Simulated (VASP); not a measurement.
# BeTe (F-43m) in VASP: further runs, part 2 of 3

VASP 6.6.1. Earlier steps stand in the parts before.

### Step 3. Single point, PBE

The input, INCAR:

```
SYSTEM = BeTe
PREC = Accurate
ENCUT = 600
EDIFF = 1E-6
ISMEAR = 0
SIGMA = 0.01
LREAL = .False.
LASPH = .True.
NELM = 120
ALGO = Normal
ISIF = 2
LWAVE = .False.
LCHARG = .False.
GGA = PE
NBANDS = 11
GGA_COMPAT = .False.
```

The input, KPOINTS:

```
Automatic mesh
0
Gamma
  4 4 4
  0 0 0
```

The input, POSCAR:

```
BeTe
1.0
    0.0000000000      2.8314587876      2.8314587876
    2.8314587876      0.0000000000      2.8314587876
    2.8314587876      2.8314587876      0.0000000000
Be Te
1 1
Direct
    0.0000000000      0.0000000000      0.0000000000
    0.7500000000      0.7500000000      0.7500000000
```

Potentials or basis: VASP PAW PBE potentials, release 64 (Be, Te).

Run with:

```
$ cat potpaw_PBE.64/Be/POTCAR potpaw_PBE.64/Te/POTCAR > POTCAR
$ mpirun -np 1 vasp_std > vasp.out
```

OUTCAR:

```text
SYSTEM = BeTe
   PREC = Accurate
   ENCUT = 600
   EDIFF = 1E-6
   ISMEAR = 0
   LREAL = .False.
   LASPH = .True.
   NELM = 120
   ISIF = 2
   GGA = PE

 ion  position               nearest neighbor table
   1  0.000  0.000  0.000-   2 2.45   2 2.45   2 2.45   2 2.45
   2  0.750  0.750  0.750-   1 2.45   1 2.45   1 2.45   1 2.45

  LATTYP: Found a face centered cubic cell.
 ALAT       =     5.6629175752

  Lattice vectors:

 A1 = (   0.0000000000,   2.8314587876,   2.8314587876)
 A2 = (   2.8314587876,   0.0000000000,   2.8314587876)
 A3 = (   2.8314587876,   2.8314587876,   0.0000000000)

Analysis of symmetry for initial positions (statically):
=====================================================================
 Subroutine PRICEL returns:
 Original cell was already a primitive cell.

 Routine SETGRP: Setting up the symmetry group for a
 face centered cubic supercell.

 Subroutine GETGRP returns: Found 24 space group operations
 (whereof 24 operations were pure point group operations)
 out of a pool of 48 trial point group operations.

The static configuration has the point symmetry T_d .

Analysis of symmetry for dynamics (positions and initial velocities):
=====================================================================
 Subroutine PRICEL returns:
 Original cell was already a primitive cell.

 Routine SETGRP: Setting up the symmetry group for a
 face centered cubic supercell.

 Subroutine GETGRP returns: Found 24 space group operations
 (whereof 24 operations were pure point group operations)
 out of a pool of 48 trial point group operations.

The dynamic configuration has the point symmetry T_d .

 Subroutine INISYM returns: Found 24 space group operations
 (whereof 24 operations are pure point group operations),
 and found     1 'primitive' translations

----------------------------------------------------------------------------------------

                                     Primitive cell

  volume of cell :      45.4005

  direct lattice vectors                    reciprocal lattice vectors
     0.000000000  2.831458788  2.831458788    -0.176587419  0.176587419  0.176587419
     2.831458788  0.000000000  2.831458788     0.176587419 -0.176587419  0.176587419
     2.831458788  2.831458788  0.000000000     0.176587419  0.176587419 -0.176587419

  length of vectors
     4.004287419  4.004287419  4.004287419     0.305858382  0.305858382  0.305858382

  position of ions in fractional coordinates (direct lattice)
     0.000000000  0.000000000  0.000000000
     0.750000000  0.750000000  0.750000000

  ion indices of the primitive-cell ions
   primitive index   ion index
                 1           1
                 2           2

----------------------------------------------------------------------------------------

 KPOINTS: Automatic mesh

Automatic generation of k-mesh.
 Grid dimensions read from file:
 generate k-points for:    4    4    4

 Generating k-lattice:

  Cartesian coordinates                     Fractional coordinates (reciprocal lattice)
    -0.044146855  0.044146855  0.044146855     0.250000000  0.000000000  0.000000000
     0.044146855 -0.044146855  0.044146855     0.000000000  0.250000000  0.000000000
     0.044146855  0.044146855 -0.044146855     0.000000000  0.000000000  0.250000000

  Length of vectors
     0.076464596  0.076464596  0.076464596

  Shift w.r.t. Gamma in fractional coordinates (k-lattice)
     0.000000000  0.000000000  0.000000000

 Subroutine IBZKPT returns following result:
 ===========================================

 Found      8 irreducible k-points:

 Following reciprocal coordinates:
            Coordinates               Weight
  0.000000  0.000000  0.000000      1.000000
  0.250000  0.000000  0.000000      8.000000
  0.500000  0.000000  0.000000      4.000000
  0.250000  0.250000  0.000000      6.000000
  0.500000  0.250000  0.000000     24.000000
 -0.250000  0.250000  0.000000     12.000000
  0.500000  0.500000  0.000000      3.000000
 -0.250000  0.500000  0.250000      6.000000
   k-points           NKPTS =      8   k-points in BZ     NKDIM =      8   number of bands    NBANDS=     11
   number of dos      NEDOS =    301   number of ions     NIONS =      2
   total plane-waves  NPLWV =  32768
   dimension x,y,z NGX =    32 NGY =   32 NGZ =   32
   dimension x,y,z NGXF=    64 NGYF=   64 NGZF=   64
   ions per type =               1   1
   NGX,Y,Z   is equivalent  to a cutoff of  13.29, 13.29, 13.29 a.u.
   NGXF,Y,Z  is equivalent  to a cutoff of  26.57, 26.57, 26.57 a.u.
 SYSTEM =  BeTe
   PREC   = accura    normal or accurate (medium, high low for compatibility)
   ISTART =      0    job   : 0-new  1-cont  2-samecut
   ICHARG =      2    charge: 1-file 2-atom 10-const
   ISPIN  =      1    spin polarized calculation?
   LNONCOLLINEAR =      F non collinear calculations
   LSORBIT =      F    spin-orbit coupling
   LASPH  =      T    aspherical Exc in radial PAW
   ENCUT  =  600.0 eV  44.10 Ry    6.64 a.u.   8.00  8.00  8.00*2*pi/ulx,y,z
   NELM   =    120;   NELMIN=  2; NELMDL= -5     # of ELM steps
   EDIFF  = 0.1E-05   stopping-criterion for ELM
   LREAL  =      F    real-space projection
   EDIFFG = 0.1E-04   stopping-criterion for IOM
   NSW    =      0    number of steps for IOM
   IBRION =     -1    ionic relax: 0-MD 1-quasi-New 2-CG
   NFREE  =      0    steps in history (QN), initial steepest desc. (CG)
   ISIF   =      2    stress and relaxation
   ISYM   =      2    0-nonsym 1-usesym 2-fastsym
   POTIM  = 0.5000    time-step for ionic-motion
   TEBEG  =    0.0;   TEEND  =   0.0 temperature during run
   PSTRESS=    0.0 pullay stress
   NELECT =       8.0000    total number of electrons
   NUPDOWN=      -1.0000    fix difference up-down
   EMIN   =  10.00;   EMAX   =-10.00  energy-range for DOS
   EFERMI =   0.00;   METHOD = LEGACY
   ISMEAR =     0;   SIGMA  =   0.01  broadening in eV -4-tet -1-fermi 0-gaus
   EFERMI_NEDOS =   21; number of points for ismear=-14 and -15
   IALGO  =     38    algorithm
   IMIX   =      4    mixing-type and parameters
     AMIX     =   0.40;   BMIX     =  1.00
     AMIX_MAG =   1.60;   BMIX_MAG =  1.00
  volume/ion in A,a.u.               =      22.70       153.19
  Fermi-wavevector in a.u.,A,eV,Ry     =   0.917807  1.734403 11.461129  0.842369
  Thomas-Fermi vector in A             =   2.042817
   LORBIT       =      0    0 simple, 1 ext, 2 COOP (PROOUT), +10 PAW based schemes
   GGA     = PE    functional components
   LHFCALC =     F    Hartree Fock is set to
   AEXX    =    0.0000 exact exchange contribution
   IVDW    =     0    specifies the selected vdW correction
   LEPSILON=     F    determine dielectric tensor
   LRPA    =     F    only Hartree local field effects (RPA)
 non-spin polarized calculation
 Gauss-broadening in eV      SIGMA  =   0.01
  energy-cutoff  :      600.00
  volume of cell :       45.40
 maximum number of plane-waves:      1540
   NGX = 15   NGY = 15   NGZ = 15

 number of electron       8.0000000 magnetization

 Free energy of the ion-electron system (eV)
  ---------------------------------------------------
  ext. energy  EPLUGINS =         0.00000000
  ---------------------------------------------------
  free energy    TOTEN  =        -7.54782563 eV

  energy without entropy =       -7.54782563  energy(sigma->0) =       -7.54782563

 E-fermi :   5.0569     XC(G=0):  -8.9773

 val. band max:        4.9359482380   @ k =   0.0000   0.0000   0.0000
 cond. band min:       6.9398462727   @ k =   0.5000   0.5000   0.0000
 fundamental gap:      2.0038980346
 Fermi energy:         5.0569072389

 k-point     1 :       0.0000    0.0000    0.0000
  band No.  band energies     occupation
      1      -7.2521      2.00000
      2       4.9359      2.00000
      3       4.9359      2.00000
      4       4.9359      2.00000
      5       8.5465      0.00000
      6       8.5465      0.00000
      7       8.5465      0.00000
      8       8.6365      0.00000
      9      13.2227      0.00000
     10      15.1358      0.00000
     11      15.1358      0.00000
[... 85 lines left out ...]
 k-point     8 :      -0.2500    0.5000    0.2500
  band No.  band energies     occupation
      1      -5.4359      2.00000
      2       0.4144      2.00000
      3       1.3237      2.00000
      4       1.8013      2.00000
      5      10.2083      0.00000
      6      10.4457      0.00000
      7      10.4854      0.00000
      8      11.0392      0.00000
      9      15.7312      0.00000
     10      16.5241      0.00000
     11      17.6772      0.00000

------------------------ aborting loop because EDIFF is reached ----------------------------------------

  FORCE on cell =-STRESS in cart. coord.  units (eV):
  Direction    XX          YY          ZZ          XY          YZ          ZX
  --------------------------------------------------------------------------------------
  -------------------------------------------------------------------------------------
  Total        0.1686425      0.1686425      0.1686425      0.0000000     -0.0000000      0.0000000
  in kB        5.9513697      5.9513697      5.9513697      0.0000000     -0.0000000      0.0000000
  external PRESSURE =       5.9513697 kB  Pullay stress =       0.0000000 kB

 VOLUME and BASIS-vectors are now :
 -----------------------------------------------------------------------------
  energy-cutoff  :      600.00
  volume of cell :       45.40
      direct lattice vectors                 reciprocal lattice vectors
     0.000000000  2.831458788  2.831458788    -0.176587419  0.176587419  0.176587419
     2.831458788  0.000000000  2.831458788     0.176587419 -0.176587419  0.176587419
     2.831458788  2.831458788  0.000000000     0.176587419  0.176587419 -0.176587419

 POSITION                                       TOTAL-FORCE (eV/Angst)
 -----------------------------------------------------------------------------------
      0.00000      0.00000      0.00000        -0.000000     -0.000000      0.000000
      4.24719      4.24719      4.24719         0.000000      0.000000     -0.000000
 -----------------------------------------------------------------------------------
    total drift:                               -0.000000     -0.000000     -0.000000

  FREE ENERGIE OF THE ION-ELECTRON SYSTEM (eV)
  ---------------------------------------------------
  free  energy   TOTEN  =        -7.5478256294 eV

  energy  without entropy=       -7.5478256294  energy(sigma->0) =       -7.54782563
```

stdout:

```text
POSCAR found type information on POSCAR BeTe
 POSCAR found :  2 types and       2 ions
 scaLAPACK will be used
 LDA part: xc-table for (Slater+PW92), standard interpolation
 POSCAR, INCAR and KPOINTS ok, starting setup
 FFT: planning ... GRIDC
 FFT: planning ... GRID_SOFT
 FFT: planning ... GRID
 WAVECAR not read
 entering main loop
```

Run time: 5 s. Hardware: 1 thread of Intel Xeon Platinum 8375C at 2.90GHz (Ice Lake), shared host; peak memory 0.17 GiB.

What came out:

- Free energy: -7.5478 eV
- Pressure: 0.6 GPa
- Band gap on the k mesh: 2.00 eV, indirect (least direct gap 3.61 eV)

Caveat: the k points lie up to 0.48 Å⁻¹ apart; spin-orbit coupling is left out, which moves the levels of the heavy elements.

(Part 2 of 3 ends here.)
